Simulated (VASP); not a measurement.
# YTlF (P4/nmm) in VASP: single point with PBE

Aim: the single point of YTlF with PBE.

All numbers are computed with VASP 6.6.1; they aren't measurements. Logs are shortened: lines on timing, memory, paths and dates and some standing lists are left out, and cuts for length are marked.

## Step 1: The cell of the first run

It takes space group P4/nmm (No. 129, tetragonal). Conventional cell: a = 4.279 Å, b = 4.279 Å, c = 6.051 Å, α = 90.00°, β = 90.00°, γ = 90.00°. Y (site symmetry -4m2) has 4 F at 2.62 Å and 4 Y at 3.03 Å and 2 Tl at 3.03 Å within 3.5 Å. Within 3.5 Å of Tl (site symmetry -4m2) lie 4 F at 2.62 Å and 4 Tl at 3.03 Å and 2 Y at 3.03 Å. F (site symmetry 4mm) has 4 Tl at 2.62 Å and 4 Y at 2.62 Å within 3.5 Å.

## Step 2: Single point, PBE

File INCAR:

```
ALGO = Normal ; EDIFF = 1E-6
ENCUT = 520 ; GGA = PE
ISIF = 2 ; ISMEAR = 0
LASPH = T ; LCHARG = F
LREAL = F ; LWAVE = F
NBANDS = 40 ; NELM = 80
PREC = Accurate ; SIGMA = 0.1
```

File KPOINTS:

```
k-points
0
Gamma
  4 4 4
```

File POSCAR:

```
YTlF
1.0
    4.2786425900      0.0000000000      0.0000000000
    0.0000000000      4.2786425900      0.0000000000
    0.0000000000      0.0000000000      6.0509143900
Y Tl F
2 2 2
Direct
    0.5000000000      0.5000000000      0.5000000000
    0.0000000000      0.0000000000      0.5000000000
    0.0000000000      0.0000000000      0.0000000000
    0.5000000000      0.5000000000      0.0000000000
    0.5000000000      0.0000000000      0.7500000000
    0.0000000000      0.5000000000      0.2500000000
```

Potentials or basis: VASP PAW PBE potentials, release 64 (Y_sv, Tl_d, F).

Started as:

```console
$ cat potpaw_PBE.64/Y_sv/POTCAR potpaw_PBE.64/Tl_d/POTCAR potpaw_PBE.64/F/POTCAR > POTCAR
$ mpirun -np 1 vasp_std > vasp.out
```

OUTCAR:

```text
EDIFF = 1E-6
   ENCUT = 520
   GGA = PE
   ISIF = 2
   ISMEAR = 0
   LASPH = T
   LREAL = F
   NELM = 80
   PREC = Accurate

 ion  position               nearest neighbor table
   1  0.500  0.500  0.500-   5 2.62   6 2.62   5 2.62   6 2.62   2 3.03   2 3.03   2 3.03   2 3.03
                             4 3.03   4 3.03
   2  0.000  0.000  0.500-   5 2.62   6 2.62   6 2.62   5 2.62   1 3.03   1 3.03   1 3.03   1 3.03
                             3 3.03   3 3.03
   3  0.000  0.000  0.000-   5 2.62   6 2.62   6 2.62   5 2.62   4 3.03   4 3.03   4 3.03   4 3.03
                             2 3.03   2 3.03
   4  0.500  0.500  0.000-   5 2.62   6 2.62   5 2.62   6 2.62   3 3.03   3 3.03   3 3.03   3 3.03
                             1 3.03   1 3.03
   5  0.500  0.000  0.750-   1 2.62   2 2.62   3 2.62   4 2.62   1 2.62   4 2.62   2 2.62   3 2.62

   6  0.000  0.500  0.250-   1 2.62   2 2.62   3 2.62   4 2.62   2 2.62   3 2.62   1 2.62   4 2.62

  LATTYP: Found a simple tetragonal cell.
 ALAT       =     4.2786425900
 C/A-ratio  =     1.4142135649

  Lattice vectors:

 A1 = (   4.2786425900,   0.0000000000,   0.0000000000)
 A2 = (   0.0000000000,   4.2786425900,   0.0000000000)
 A3 = (   0.0000000000,   0.0000000000,   6.0509143900)

Analysis of symmetry for initial positions (statically):
=====================================================================
 Subroutine PRICEL returns:
 Original cell was already a primitive cell.

 Routine SETGRP: Setting up the symmetry group for a
 simple tetragonal supercell.

 Subroutine GETGRP returns: Found 16 space group operations
 (whereof  8 operations were pure point group operations)
 out of a pool of 16 trial point group operations.

The static configuration has the point symmetry D_2d.
 The point group associated with its full space group is D_4h.

Analysis of symmetry for dynamics (positions and initial velocities):
=====================================================================
 Subroutine PRICEL returns:
 Original cell was already a primitive cell.

 Routine SETGRP: Setting up the symmetry group for a
 simple tetragonal supercell.

 Subroutine GETGRP returns: Found 16 space group operations
 (whereof  8 operations were pure point group operations)
 out of a pool of 16 trial point group operations.

The dynamic configuration has the point symmetry D_2d.
 The point group associated with its full space group is D_4h.

 Subroutine INISYM returns: Found 16 space group operations
 (whereof  8 operations are pure point group operations),
 and found     1 'primitive' translations

----------------------------------------------------------------------------------------

                                     Primitive cell

  volume of cell :     110.7728

  direct lattice vectors                    reciprocal lattice vectors
     4.278642590  0.000000000  0.000000000     0.233718984  0.000000000  0.000000000
     0.000000000  4.278642590  0.000000000     0.000000000  0.233718984  0.000000000
     0.000000000  0.000000000  6.050914390     0.000000000  0.000000000  0.165264278

  length of vectors
     4.278642590  4.278642590  6.050914390     0.233718984  0.233718984  0.165264278

  position of ions in fractional coordinates (direct lattice)
     0.500000000  0.500000000  0.500000000
     0.000000000  0.000000000  0.500000000
     0.000000000  0.000000000  0.000000000
     0.500000000  0.500000000  0.000000000
     0.500000000  0.000000000  0.750000000
     0.000000000  0.500000000  0.250000000

  ion indices of the primitive-cell ions
   primitive index   ion index
                 1           1
                 2           2
                 3           3
                 4           4
                 5           5
                 6           6

----------------------------------------------------------------------------------------

 KPOINTS: k-points

Automatic generation of k-mesh.
 Grid dimensions read from file:
 generate k-points for:    4    4    4

 Generating k-lattice:

  Cartesian coordinates                     Fractional coordinates (reciprocal lattice)
     0.058429746  0.000000000  0.000000000     0.250000000  0.000000000  0.000000000
     0.000000000  0.058429746  0.000000000     0.000000000  0.250000000  0.000000000
     0.000000000  0.000000000  0.041316070     0.000000000  0.000000000  0.250000000

  Length of vectors
     0.058429746  0.058429746  0.041316070

  Shift w.r.t. Gamma in fractional coordinates (k-lattice)
     0.000000000  0.000000000  0.000000000

 Subroutine IBZKPT returns following result:
 ===========================================

 Found     18 irreducible k-points:

 Following reciprocal coordinates:
            Coordinates               Weight
  0.000000  0.000000  0.000000      1.000000
  0.250000  0.000000  0.000000      4.000000
  0.500000  0.000000  0.000000      2.000000
  0.250000  0.250000  0.000000      4.000000
  0.500000  0.250000  0.000000      4.000000
  0.500000  0.500000  0.000000      1.000000
[... 10 lines left out ...]
  0.500000  0.250000  0.500000      4.000000
  0.500000  0.500000  0.500000      1.000000
   k-points           NKPTS =     18   k-points in BZ     NKDIM =     18   number of bands    NBANDS=     40
   number of dos      NEDOS =    301   number of ions     NIONS =      6
   total plane-waves  NPLWV =  49152
   dimension x,y,z NGX =    32 NGY =   32 NGZ =   48
   dimension x,y,z NGXF=    64 NGYF=   64 NGZF=   96
   ions per type =               2   2   2
   NGX,Y,Z   is equivalent  to a cutoff of  12.43, 12.43, 13.19 a.u.
   NGXF,Y,Z  is equivalent  to a cutoff of  24.87, 24.87, 26.38 a.u.
 SYSTEM =  unknown system
   PREC   = accura    normal or accurate (medium, high low for compatibility)
   ISTART =      0    job   : 0-new  1-cont  2-samecut
   ICHARG =      2    charge: 1-file 2-atom 10-const
   ISPIN  =      1    spin polarized calculation?
   LNONCOLLINEAR =      F non collinear calculations
   LSORBIT =      F    spin-orbit coupling
   LASPH  =      T    aspherical Exc in radial PAW
   ENCUT  =  520.0 eV  38.22 Ry    6.18 a.u.   7.96  7.96 11.25*2*pi/ulx,y,z
   NELM   =     80;   NELMIN=  2; NELMDL= -5     # of ELM steps
   EDIFF  = 0.1E-05   stopping-criterion for ELM
   LREAL  =      F    real-space projection
   EDIFFG = 0.1E-04   stopping-criterion for IOM
   NSW    =      0    number of steps for IOM
   IBRION =     -1    ionic relax: 0-MD 1-quasi-New 2-CG
   NFREE  =      0    steps in history (QN), initial steepest desc. (CG)
   ISIF   =      2    stress and relaxation
   ISYM   =      2    0-nonsym 1-usesym 2-fastsym
   POTIM  = 0.5000    time-step for ionic-motion
   TEBEG  =    0.0;   TEEND  =   0.0 temperature during run
   PSTRESS=    0.0 pullay stress
   NELECT =      62.0000    total number of electrons
   NUPDOWN=      -1.0000    fix difference up-down
   EMIN   =  10.00;   EMAX   =-10.00  energy-range for DOS
   EFERMI =   0.00;   METHOD = LEGACY
   ISMEAR =     0;   SIGMA  =   0.10  broadening in eV -4-tet -1-fermi 0-gaus
   EFERMI_NEDOS =   21; number of points for ismear=-14 and -15
   IALGO  =     38    algorithm
   IMIX   =      4    mixing-type and parameters
     AMIX     =   0.40;   BMIX     =  1.00
     AMIX_MAG =   1.60;   BMIX_MAG =  1.00
  volume/ion in A,a.u.               =      18.46       124.59
  Fermi-wavevector in a.u.,A,eV,Ry     =   1.349153  2.549529 24.765495  1.820213
  Thomas-Fermi vector in A             =   2.476763
   LORBIT       =      0    0 simple, 1 ext, 2 COOP (PROOUT), +10 PAW based schemes
   GGA     = PE    functional components
   LHFCALC =     F    Hartree Fock is set to
   AEXX    =    0.0000 exact exchange contribution
   IVDW    =     0    specifies the selected vdW correction
   LEPSILON=     F    determine dielectric tensor
   LRPA    =     F    only Hartree local field effects (RPA)
 non-spin polarized calculation
 Gauss-broadening in eV      SIGMA  =   0.10
  energy-cutoff  :      520.00
  volume of cell :      110.77
 maximum number of plane-waves:      3048
 NGX is ok and might be reduce to    32
   NGX = 15   NGY = 15   NGZ = 23

 number of electron      61.9999999 magnetization

 Free energy of the ion-electron system (eV)
  ---------------------------------------------------
  ext. energy  EPLUGINS =         0.00000000
  ---------------------------------------------------
  free energy    TOTEN  =       -24.90786636 eV

  energy without entropy =      -24.89642934  energy(sigma->0) =      -24.90214785

 E-fermi :   6.9098     XC(G=0): -10.9374

 val. band max:        6.8679624107   @ k =   0.2500   0.2500   0.0000
 cond. band min:       6.9472521794   @ k =   0.2500   0.0000   0.2500
 fundamental gap:      0.0792897687
 Fermi energy:         6.9098424528

 k-point     1 :       0.0000    0.0000    0.0000
  band No.  band energies     occupation
      1     -36.0880      2.00000
      2     -35.7760      2.00000
      3     -18.7542      2.00000
      4     -18.5833      2.00000
      5     -16.5731      2.00000
      6     -16.5731      2.00000
[... 32 lines left out ...]
     39      11.6840      0.00000
     40      11.6840      0.00000

 k-point     2 :       0.2500    0.0000    0.0000
  band No.  band energies     occupation
      1     -36.0421      2.00000
      2     -35.8214      2.00000
      3     -18.7522      2.00000
      4     -18.6238      2.00000
      5     -16.4224      2.00000
      6     -16.4078      2.00000
[... 32 lines left out ...]
     39      10.9486      0.00000
     40      11.0524      0.00000

 k-point     3 :       0.5000    0.0000    0.0000
  band No.  band energies     occupation
      1     -35.9314      2.00000
      2     -35.9314      2.00000
      3     -18.7071      2.00000
      4     -18.7071      2.00000
      5     -16.0798      2.00000
      6     -16.0798      2.00000
[... 32 lines left out ...]
     39      10.2633      0.00000
     40      10.2633      0.00000

 k-point     4 :       0.2500    0.2500    0.0000
  band No.  band energies     occupation
      1     -36.0086      2.00000
      2     -35.8525      2.00000
      3     -18.7669      2.00000
      4     -18.6686      2.00000
      5     -16.5700      2.00000
      6     -16.0217      2.00000
[... 32 lines left out ...]
     39      10.5615      0.00000
     40      10.9380      0.00000
[... 514 lines left out ...]
     39      11.3377      0.00000
     40      11.6053      0.00000

 k-point    17 :       0.5000    0.2500    0.5000
  band No.  band energies     occupation
      1     -35.9291      2.00000
      2     -35.9291      2.00000
      3     -18.7491      2.00000
      4     -18.7491      2.00000
      5     -16.3936      2.00000
      6     -16.3936      2.00000
[... 32 lines left out ...]
     39      10.7488      0.00000
     40      10.7488      0.00000

 k-point    18 :       0.5000    0.5000    0.5000
  band No.  band energies     occupation
      1     -35.9271      2.00000
      2     -35.9271      2.00000
      3     -18.7909      2.00000
      4     -18.7909      2.00000
      5     -16.4942      2.00000
      6     -16.4942      2.00000
[... 32 lines left out ...]
     39      11.2901      0.00000
     40      11.2901      0.00000

------------------------ aborting loop because EDIFF is reached ----------------------------------------

  FORCE on cell =-STRESS in cart. coord.  units (eV):
  Direction    XX          YY          ZZ          XY          YZ          ZX
  --------------------------------------------------------------------------------------
  -------------------------------------------------------------------------------------
  Total       12.4457235     12.4457235     11.7371596      0.0000000      0.0000000      0.0000000
  in kB      180.0104441    180.0104441    169.7620314      0.0000000      0.0000000      0.0000000
  external PRESSURE =     176.5943065 kB  Pullay stress =       0.0000000 kB

 VOLUME and BASIS-vectors are now :
 -----------------------------------------------------------------------------
  energy-cutoff  :      520.00
  volume of cell :      110.77
      direct lattice vectors                 reciprocal lattice vectors
     4.278642590  0.000000000  0.000000000     0.233718984  0.000000000  0.000000000
     0.000000000  4.278642590  0.000000000     0.000000000  0.233718984  0.000000000
     0.000000000  0.000000000  6.050914390     0.000000000  0.000000000  0.165264278

 POSITION                                       TOTAL-FORCE (eV/Angst)
 -----------------------------------------------------------------------------------
      2.13932      2.13932      3.02546        -0.000000     -0.000000     -0.000000
      0.00000      0.00000      3.02546        -0.000000      0.000000     -0.000000
      0.00000      0.00000      0.00000        -0.000000     -0.000000     -0.000000
      2.13932      2.13932      0.00000         0.000000      0.000000     -0.000000
      2.13932      0.00000      4.53819        -0.000000      0.000000     -2.087068
      0.00000      2.13932      1.51273        -0.000000      0.000000      2.087068
 -----------------------------------------------------------------------------------
    total drift:                                0.000000     -0.000000     -0.000000

  FREE ENERGIE OF THE ION-ELECTRON SYSTEM (eV)
  ---------------------------------------------------
  free  energy   TOTEN  =       -24.9078663609 eV

  energy  without entropy=      -24.8964293437  energy(sigma->0) =      -24.90214785
```

Run time: 76 s. Hardware: 1 thread of Intel Xeon 8259CL, shared host; peak memory 0.26 GiB.

What came out:

```
Free energy            : -24.9079 eV
Pressure               : 17.7 GPa
Largest force          : 2.087 eV/Å
Band gap on the k mesh : zero (bands 31 and 32 overlap by 2.27 eV)
```

Forces on the atoms (eV/Å):
```
Y    0.000  0.000  0.000
Y    0.000  0.000  0.000
Tl   0.000  0.000  0.000
Tl   0.000  0.000  0.000
F    0.000  0.000 -2.087
F    0.000  0.000  2.087
```

Stress tensor (GPa, compression positive):
```
18.00  0.00  0.00
 0.00 18.00  0.00
 0.00  0.00 16.98
```

Caveat: the k points lie up to 0.37 Å⁻¹ apart, too coarse for converged energies and pressures of a metal; spin-orbit coupling is left out, which moves the levels of the heavy elements; forces of over 1 eV/Å act on the atoms, so gaps and moduli don't describe the material at rest.
